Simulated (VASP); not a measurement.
Wanted: the native input for a VASP 6.6.1 run.

```
Task                   : single point
Functional             : PBE
Potentials or basis    : VASP PAW PBE potentials, release 64 (Pm, Se)
Cutoff                 : 600 eV
k mesh                 : 10 × 10 × 6
Occupations            : gaussian, width 0.05 eV
Spin                   : collinear spin, ferrimagnetic start
Starting moments       : [2.0, -1.0, 4.0] μB
Dipole correction      : no
Further INCAR settings : ALGO = Normal; EDIFF = 1e-06; NBANDS = 24
```

The structure of PmSe2 lies in POSCAR:

```
PmSe2
1.0
    4.2951466609      0.0000000000      0.0000000000
   -2.1475733304      3.7197061214      0.0000000000
    0.0000000000      0.0000000000      6.4121230199
Pm Se
1 2
Direct
    0.0000000000      0.0000000000      0.0000000000
    0.3333333333      0.6666666667      0.2289041755
    0.6666666667      0.3333333333      0.7710958245
```

These files were run (other wordings do the same):

INCAR

```
SYSTEM = PmSe2
  ALGO = Normal
  EDIFF = 1E-6
  ENCUT = 600
  GGA = PE
  GGA_COMPAT = .False.
  ISIF = 2
  ISMEAR = 0
  ISPIN = 2
  LASPH = .True.
  LCHARG = .False.
  LMAXMIX = 6
  LORBIT = 11
  LREAL = .False.
  LWAVE = .False.
  MAGMOM = 2 -1 4
  NBANDS = 24
  NELM = 200
  PREC = Accurate
  SIGMA = 0.05
```

KPOINTS

```
k-points
0
Gamma
  10 10 6
  0 0 0
```

Potentials or basis: VASP PAW PBE potentials, release 64 (Pm, Se).

Command:

```console
$ cat potpaw_PBE.64/Pm/POTCAR potpaw_PBE.64/Se/POTCAR > POTCAR
$ mpirun -np 1 vasp_std > vasp.out
```

Results of the run:

```
Pressure                                              : 0.1 GPa
Largest force                                         : 0.028 eV/Å
Net moment                                            : 3.10 μB per cell
Site moments                                          : Pm +3.97; Se -0.32 μB
Valence electrons inside the program's atomic spheres : Pm 12.26; Se 3.83
```

Caveat: the magnetic or orbital state may not be the lowest; this functional lacks dispersion, which binds the layers, so the pressure and a relaxed spacing across them are unreliable.

It took 40 min on 1 thread of Intel Xeon 8259CL, with other jobs on the host, peak memory 0.57 GiB.
